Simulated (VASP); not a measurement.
# Al16ClO24 (a cell with a defect) in VASP: notebook

Al16ClO24 (a cell with a defect) is run at these levels: PBE; tasks: single point.

Program: VASP 6.6.1. These are calculated values, not measurements. Logs are shortened: lines on timing, memory, paths and dates and some standing lists are left out, and cuts for length are marked.

## 1. The cell of the first run

The cell holds a defect, 41 atoms: a = 5.181 Å, b = 10.361 Å, c = 10.361 Å, α = 55.29°, β = 55.29°, γ = 55.29°.

## 2. Single point, PBE

Contents of INCAR:

```
PREC = Accurate
ENCUT = 520
EDIFF = 1E-6
ISMEAR = -1
SIGMA = 0.01
LREAL = Auto
LASPH = True
NELM = 80
ALGO = Normal
ISIF = 2
LWAVE = False
LCHARG = False
GGA = PE
NELECT = 200.0
NBANDS = 126
```

Contents of KPOINTS:

```
Automatic mesh
0
Gamma
  1 1 1
  0.25 0.25 0.25
```

Contents of POSCAR:

```
Al16ClO24
1.0
    2.4039417600      1.3879164200      4.3742070900
   -4.8078835200      2.7758328500      8.7484141900
    0.0000000000     -5.5516656900      8.7484141900
Al O Cl
16 24 1
Direct
    0.6313348405      0.3261369070      0.3391682927
    0.8504714545      0.4313707405      0.4339571934
    0.1587930127      0.0709154948      0.0641307709
    0.3469673751      0.1759274600      0.1969447921
    0.6383013623      0.3098341230      0.7983515298
    0.8319202379      0.4261988592      0.9055735344
    0.1565965799      0.0751845212      0.5822896955
    0.3447950656      0.1813782717      0.7053211616
    0.6447037463      0.8305392613      0.3228484907
    0.8535572696      0.9340963998      0.4234181826
    0.1468135136      0.5747147387      0.0839657722
    0.3484498992      0.6770121691      0.1796718396
    0.6365555514      0.8175382365      0.8212238008
    0.8505461046      0.9149437861      0.9301914307
    0.1310602650      0.5860585033      0.5682738293
    0.3503255845      0.6868759425      0.6734136864
    0.4443189565      0.0302152689      0.3814641417
    0.9447927167      0.1337872649      0.2788144074
    0.0417379880      0.3677260702      0.2618281026
    0.7431527721      0.2221620861      0.0369540276
    0.2444897320      0.2764804409      0.4853541184
    0.5251998896      0.4724500474      0.1410786472
    0.4608826366     -0.0131746466      0.8877057041
    0.9654265804      0.1115981862      0.7877240361
   -0.0157677147      0.3992011504      0.7031155483
    0.7382591659      0.2204577541      0.5472166079
    0.3113533745      0.2407037531      0.8621496478
    0.5298759646      0.4864264690      0.6186102095
    0.4308726732      0.5323131534      0.3791332480
    0.9280947523      0.6318008205      0.2863915249
    0.0505937749      0.8810210441      0.2226938063
    0.7537482785      0.7117241061      0.0414426769
    0.2487378019      0.7893224883      0.4645183644
    0.5437443792      0.9846509944      0.1220927134
    0.4527641974      0.5803793246      0.8606702853
    0.9520113214      0.6362793083      0.7620622669
    0.0576850040      0.8796955190      0.7211096054
    0.7451973180      0.7324327745      0.5204191254
    0.2315181977      0.7800899204      0.9861703461
    0.5633007428      0.9696160222      0.6231848992
    1.1613757033      0.4004775689     -0.0047570218
```

Potentials or basis: VASP PAW PBE potentials, release 64 (Al, O, Cl).

On the command line:

```sh
$ cat potpaw_PBE.64/Al/POTCAR potpaw_PBE.64/O/POTCAR potpaw_PBE.64/Cl/POTCAR > POTCAR
$ mpirun -np 1 vasp_std > vasp.out
```

OUTCAR:

```text
PREC = Accurate
   ENCUT = 520
   EDIFF = 1E-6
   ISMEAR = -1
   LREAL = Auto
   LASPH = True
   NELM = 80
   ISIF = 2
   GGA = PE
   NELECT = 200.0

 ion  position               nearest neighbor table
   1  0.631  0.326  0.339-  21 1.85  18 1.89  22 1.90  29 1.95  19 2.01  26 2.03   2 2.71  12 2.82
                             4 2.86   8 2.91  41 3.00   2 3.19  10 3.22
   2  0.850  0.431  0.434-  19 1.78  28 1.81  30 1.86  21 1.89  26 2.06  29 2.07   1 2.71  11 2.80
                             7 2.85  15 2.87   5 2.91   1 3.19   9 3.24
   3  0.159  0.071  0.064-  31 1.85  20 1.88  23 1.88  27 1.90  34 1.96  18 2.15  14 2.77  10 2.87
                             6 2.88   8 2.90   4 2.91  12 3.20   4 3.27
   4  0.347  0.176  0.197-  17 1.77  20 1.88  19 1.91  18 1.96  34 2.03  41 2.22   9 2.75   1 2.86
                             3 2.91   7 3.15   5 3.17  11 3.24   3 3.27
   5  0.638  0.310  0.798-  24 1.78  28 1.81  27 1.84  25 1.97  41 2.22  20 2.38   6 2.80   8 2.83
                             2 2.91  16 2.99   4 3.17  14 3.17   7 3.17   8 3.23   6 3.26
   6  0.832  0.426  0.906-  35 1.80  25 1.91  20 1.91  36 2.03  27 2.08  22 2.18  41 2.20  15 2.74
                             5 2.80  11 2.82   3 2.88   8 3.14  13 3.24   5 3.26  16 3.33
   7  0.157  0.075  0.582-  37 1.86  17 1.88  26 1.91  40 1.92  21 1.93  24 1.93  10 2.80  14 2.82
                             8 2.83   2 2.85   4 3.15   5 3.17  16 3.20   8 3.28
   8  0.345  0.181  0.705-  26 1.84  23 1.89  27 1.93  25 1.94  24 2.03  21 2.15  40 2.24   5 2.83
                             7 2.83  13 2.89   3 2.90   1 2.91   6 3.14   5 3.23  15 3.25   7 3.28
   9  0.645  0.831  0.323-  30 1.83  33 1.84  34 1.91  38 1.93  31 1.98  17 2.00  10 2.70   4 2.75
                            16 2.80  12 2.82  10 3.23   2 3.24  14 3.24
  10  0.854  0.934  0.423-  40 1.84  33 1.84  18 1.88  17 1.96  31 1.98  38 2.00   9 2.70  15 2.78
                             7 2.80   3 2.87  13 3.21   1 3.22   9 3.23
  11  0.147  0.575  0.084-  32 1.84  22 1.89  35 1.91  39 1.96  30 1.99  19 1.99  41 2.40  12 2.61
                            14 2.75   2 2.80   6 2.82   4 3.24  12 3.28  16 3.35
  12  0.348  0.677  0.180-  32 1.85  29 1.86  31 1.90  39 1.93  22 1.96  30 2.00  11 2.61   1 2.82
                             9 2.82  13 2.85  15 3.18   3 3.20  11 3.28
  13  0.637  0.818  0.821-  23 1.80  36 1.80  40 1.83  39 1.89  37 2.12  32 2.18  14 2.74  16 2.84
                            12 2.85   8 2.89  14 3.20  10 3.21   6 3.24
  14  0.851  0.915  0.930-  39 1.85  24 1.91  34 1.93  23 1.94  37 1.95  32 1.95  13 2.74  11 2.75
                             3 2.77   7 2.82   5 3.17  13 3.20   9 3.24   8 3.36
  15  0.131  0.586  0.568-  29 1.83  38 1.83  25 1.91  36 1.92  28 1.95  33 2.02   6 2.74  16 2.76
                            10 2.78   2 2.87  12 3.18  16 3.18   8 3.25
  16  0.350  0.687  0.673-  35 1.83  37 1.83  38 1.86  36 1.98  28 2.01  33 2.03  15 2.76   9 2.80
                            13 2.84   5 2.99  15 3.18   7 3.20   6 3.33  11 3.35
  17  0.444  0.030  0.381-   4 1.77   7 1.88  10 1.96   9 2.00
  18  0.945  0.134  0.279-  10 1.88   1 1.89   4 1.96   3 2.15
  19  0.042  0.368  0.262-   2 1.78   4 1.91  11 1.99   1 2.01  41 2.31
  20  0.743  0.222  0.037-   3 1.88   4 1.88   6 1.91   5 2.38
  21  0.244  0.276  0.485-   1 1.85   2 1.89   7 1.93   8 2.15
  22  0.525  0.472  0.141-  11 1.89   1 1.90  12 1.96   6 2.18
  23  0.461  0.987  0.888-  13 1.80   3 1.88   8 1.89  14 1.94
  24  0.965  0.112  0.788-   5 1.78  14 1.91   7 1.93   8 2.03
  25  0.984  0.399  0.703-   6 1.91  15 1.91   8 1.94   5 1.97
  26  0.738  0.220  0.547-   8 1.84   7 1.91   1 2.03   2 2.06
  27  0.311  0.241  0.862-   5 1.84   3 1.90   8 1.93   6 2.08  41 2.27
  28  0.530  0.486  0.619-   5 1.81   2 1.81  15 1.95  16 2.01
  29  0.431  0.532  0.379-  15 1.83  12 1.86   1 1.95   2 2.07
  30  0.928  0.632  0.286-   9 1.83   2 1.86  11 1.99  12 2.00
  31  0.051  0.881  0.223-   3 1.85  12 1.90  10 1.98   9 1.98
  32  0.754  0.712  0.041-  11 1.84  12 1.85  14 1.95  13 2.18
  33  0.249  0.789  0.465-  10 1.84   9 1.84  15 2.02  16 2.03
  34  0.544  0.985  0.122-   9 1.91  14 1.93   3 1.96   4 2.03
  35  0.453  0.580  0.861-   6 1.80  16 1.83  11 1.91
  36  0.952  0.636  0.762-  13 1.80  15 1.92  16 1.98   6 2.03
  37  0.058  0.880  0.721-  16 1.83   7 1.86  14 1.95  13 2.12
  38  0.745  0.732  0.520-  15 1.83  16 1.86   9 1.93  10 2.00
  39  0.232  0.780  0.986-  14 1.85  13 1.89  12 1.93  11 1.96
  40  0.563  0.970  0.623-  13 1.83  10 1.84   7 1.92   8 2.24
  41  0.161  0.400  0.995-   6 2.20   4 2.22   5 2.22  27 2.27  19 2.31  11 2.40   1 3.00

  LATTYP: Found a base centered monoclinic cell.
 ALAT       =    14.1357249055
 B/A-ratio  =     0.6802457681
 C/A-ratio  =     0.3664920511
 COS(beta)  =    -0.1016821385

  Lattice vectors:

 A1 = (   7.2118252800,  -1.3879164300,  -4.3742071000)
 A2 = (   2.4039417600,   6.9395821100,  -4.3742071000)
 A3 = (   2.4039417600,   1.3879164200,   4.3742070900)

Analysis of symmetry for initial positions (statically):
=====================================================================
 Subroutine PRICEL returns:
 Original cell was already a primitive cell.

 Routine SETGRP: Setting up the symmetry group for a
 base centered monoclinic supercell.

 Subroutine GETGRP returns: Found  1 space group operations
 (whereof  1 operations were pure point group operations)
 out of a pool of  4 trial point group operations.

[... 118 lines left out ...]
                40          40
                41          41

----------------------------------------------------------------------------------------

 KPOINTS: Automatic mesh

Automatic generation of k-mesh.
 Grid dimensions read from file:
 generate k-points for:    1    1    1

 Generating k-lattice:

  Cartesian coordinates                     Fractional coordinates (reciprocal lattice)
     0.207991728  0.120084080  0.076204287     1.000000000  0.000000000  0.000000000
    -0.103995864  0.060042040  0.038102144    -0.000000000  1.000000000  0.000000000
    -0.000000000 -0.120084080  0.038102144     0.000000000  0.000000000  1.000000000

  Length of vectors
     0.251967932  0.125983966  0.125983966

  Shift w.r.t. Gamma in fractional coordinates (k-lattice)
     0.250000000  0.250000000  0.250000000

 Subroutine IBZKPT returns following result:
 ===========================================

 Found      1 irreducible k-points:

 Following reciprocal coordinates:
            Coordinates               Weight
  0.250000  0.250000  0.250000      2.000000
   k-points           NKPTS =      1   k-points in BZ     NKDIM =      1   number of bands    NBANDS=    126
   number of dos      NEDOS =    301   number of ions     NIONS =     41
   total plane-waves  NPLWV = 256000
   dimension x,y,z NGX =    40 NGY =   80 NGZ =   80
   dimension x,y,z NGXF=    80 NGYF=  160 NGZF=  160
   ions per type =              16  24   1
   NGX,Y,Z   is equivalent  to a cutoff of  12.84, 12.84, 12.84 a.u.
   NGXF,Y,Z  is equivalent  to a cutoff of  25.67, 25.67, 25.67 a.u.
 SYSTEM =  unknown system
   PREC   = accura    normal or accurate (medium, high low for compatibility)
   ISTART =      0    job   : 0-new  1-cont  2-samecut
   ICHARG =      2    charge: 1-file 2-atom 10-const
   ISPIN  =      1    spin polarized calculation?
   LNONCOLLINEAR =      F non collinear calculations
   LSORBIT =      F    spin-orbit coupling
   LASPH  =      T    aspherical Exc in radial PAW
   ENCUT  =  520.0 eV  38.22 Ry    6.18 a.u.   9.63 19.27 19.27*2*pi/ulx,y,z
   NELM   =     80;   NELMIN=  2; NELMDL= -5     # of ELM steps
   EDIFF  = 0.1E-05   stopping-criterion for ELM
   LREAL  =      T    real-space projection
   EDIFFG = 0.1E-04   stopping-criterion for IOM
   NSW    =      0    number of steps for IOM
[... 5 lines left out ...]
   TEBEG  =    0.0;   TEEND  =   0.0 temperature during run
   PSTRESS=    0.0 pullay stress
   NELECT =     200.0000    total number of electrons
   NUPDOWN=      -1.0000    fix difference up-down
   EMIN   =  10.00;   EMAX   =-10.00  energy-range for DOS
   EFERMI =   0.00;   METHOD = LEGACY
   ISMEAR =    -1;   SIGMA  =   0.01  broadening in eV -4-tet -1-fermi 0-gaus
   EFERMI_NEDOS =   21; number of points for ismear=-14 and -15
   IALGO  =     38    algorithm
   IMIX   =      4    mixing-type and parameters
     AMIX     =   0.40;   BMIX     =  1.00
     AMIX_MAG =   1.60;   BMIX_MAG =  1.00
  volume/ion in A,a.u.               =       8.54        57.65
  Fermi-wavevector in a.u.,A,eV,Ry     =   1.358164  2.566558 25.097435  1.844609
  Thomas-Fermi vector in A             =   2.485021
   LORBIT       =      0    0 simple, 1 ext, 2 COOP (PROOUT), +10 PAW based schemes
   GGA     = PE    functional components
   LHFCALC =     F    Hartree Fock is set to
   AEXX    =    0.0000 exact exchange contribution
   IVDW    =     0    specifies the selected vdW correction
   LEPSILON=     F    determine dielectric tensor
   LRPA    =     F    only Hartree local field effects (RPA)
 non-spin polarized calculation
  energy-cutoff  :      520.00
  volume of cell :      350.27
 maximum number of plane-waves:      9444
 NGX is ok and might be reduce to    40
   NGX = 19   NGY = 39   NGZ = 39

 number of electron     200.0000007 magnetization

 Free energy of the ion-electron system (eV)
  ---------------------------------------------------
  ext. energy  EPLUGINS =         0.00000000
  ---------------------------------------------------
  free energy    TOTEN  =      -282.71395890 eV

  energy without entropy =     -282.71395890  energy(sigma->0) =     -282.71395890

 E-fermi :   8.1752     XC(G=0): -11.7957

 val. band max:        7.8558465115   @ k =   0.2500   0.2500   0.2500
 cond. band min:      13.0579177095   @ k =   0.2500   0.2500   0.2500
 fundamental gap:      5.2020711981
 Fermi energy:         8.1752060644

 k-point     1 :       0.2500    0.2500    0.2500
  band No.  band energies     occupation
      1     -12.7209      2.00000
      2     -11.8113      2.00000
      3     -11.7721      2.00000
      4     -11.5939      2.00000
      5     -11.5241      2.00000
      6     -11.3778      2.00000
[... 104 lines left out ...]
    111      15.9892      0.00000
    112      16.0855      0.00000
 [bands above 112 left out]

------------------------ aborting loop because EDIFF is reached ----------------------------------------

  FORCE on cell =-STRESS in cart. coord.  units (eV):
  Direction    XX          YY          ZZ          XY          YZ          ZX
  --------------------------------------------------------------------------------------
  -------------------------------------------------------------------------------------
  Total       45.5892666     39.3213110     39.5802994     -1.8675042     -6.5347671     -4.6077219
  in kB      208.5332680    179.8625446    181.0472025     -8.5422902    -29.8911663    -21.0765247
  external PRESSURE =     189.8143384 kB  Pullay stress =       0.0000000 kB

 VOLUME and BASIS-vectors are now :
 -----------------------------------------------------------------------------
  energy-cutoff  :      520.00
  volume of cell :      350.27
      direct lattice vectors                 reciprocal lattice vectors
     2.403941760  1.387916420  4.374207090     0.207991728  0.120084080  0.076204287
    -4.807883520  2.775832850  8.748414190    -0.103995864  0.060042040  0.038102144
     0.000000000 -5.551665690  8.748414190    -0.000000000 -0.120084080  0.038102144

 POSITION                                       TOTAL-FORCE (eV/Angst)
 -----------------------------------------------------------------------------------
     -0.05034     -0.10141      8.58195         0.007331     -0.009515     -0.008487
     -0.02950     -0.03139     11.29039        -0.004900     -0.011389      0.024895
      0.04078      0.06121      1.87603        -0.001271      0.009371     -0.002662
     -0.01175     -0.12346      4.77975        -0.007652      0.022192     -0.005592
      0.04479     -2.68622     12.48693        -0.011661     -0.009457      0.014582
     -0.04923     -2.68975     15.28989         0.013442     -0.001426      0.027811
[... 33 lines left out ...]
     -3.30766      0.01359     16.39848         0.003876     -0.000393     -0.001795
     -1.53751     -4.18962     12.91623         0.008451     -0.001871     -0.006319
 -----------------------------------------------------------------------------------
    total drift:                                0.002906      0.000275     -0.000872

  FREE ENERGIE OF THE ION-ELECTRON SYSTEM (eV)
  ---------------------------------------------------
  free  energy   TOTEN  =      -282.7139589013 eV

  energy  without entropy=     -282.7139589013  energy(sigma->0) =     -282.71395890
```

Run time: 3.2 min. Hardware: 1 thread of Oxide Virtual Turin-like, shared host; peak memory 0.49 GiB.

What came out:

```
Free energy   : -282.7140 eV
Largest force : 0.040 eV/Å
```

Forces in eV/Å, atoms in the order of the input:
```
Al   0.007 -0.010 -0.008
Al  -0.005 -0.011  0.025
Al  -0.001  0.009 -0.003
Al  -0.008  0.022 -0.006
Al  -0.012 -0.009  0.015
Al   0.013 -0.001  0.028
Al   0.004 -0.001 -0.012
Al   0.011 -0.007 -0.011
Al  -0.006  0.003 -0.003
Al  -0.012 -0.005  0.009
Al  -0.002  0.000 -0.001
Al  -0.005  0.021  0.002
Al  -0.012 -0.011 -0.004
Al   0.000  0.009  0.012
Al   0.001 -0.014 -0.007
Al   0.005 -0.002  0.002
O    0.003 -0.006  0.002
O    0.005  0.011 -0.009
O    0.006  0.033 -0.022
O   -0.008 -0.008 -0.007
O   -0.002  0.006  0.001
O    0.019  0.004  0.002
O   -0.010  0.000  0.019
O    0.005  0.000  0.002
O    0.002  0.008 -0.005
O   -0.002  0.010  0.001
O   -0.018 -0.007  0.006
O   -0.014 -0.004  0.000
O    0.003  0.003  0.002
O    0.001 -0.002  0.000
O    0.005 -0.004 -0.002
O    0.000 -0.011 -0.010
O    0.002  0.002 -0.002
O    0.003 -0.009  0.007
O   -0.003 -0.015 -0.012
O    0.008 -0.009  0.000
O    0.003  0.006 -0.003
O    0.002  0.001 -0.003
O    0.003  0.001  0.001
O    0.004  0.000 -0.002
Cl   0.008 -0.002 -0.006
```

Caveat: the k points lie up to 1.22 Å⁻¹ apart, too coarse for converged energies, forces and pressures; the cell carries a net charge on a neutralising background, which shifts energy and pressure; the cell is charged against a uniform background, so pressure and absolute levels hang on convention.

[end of part 1 of 2]
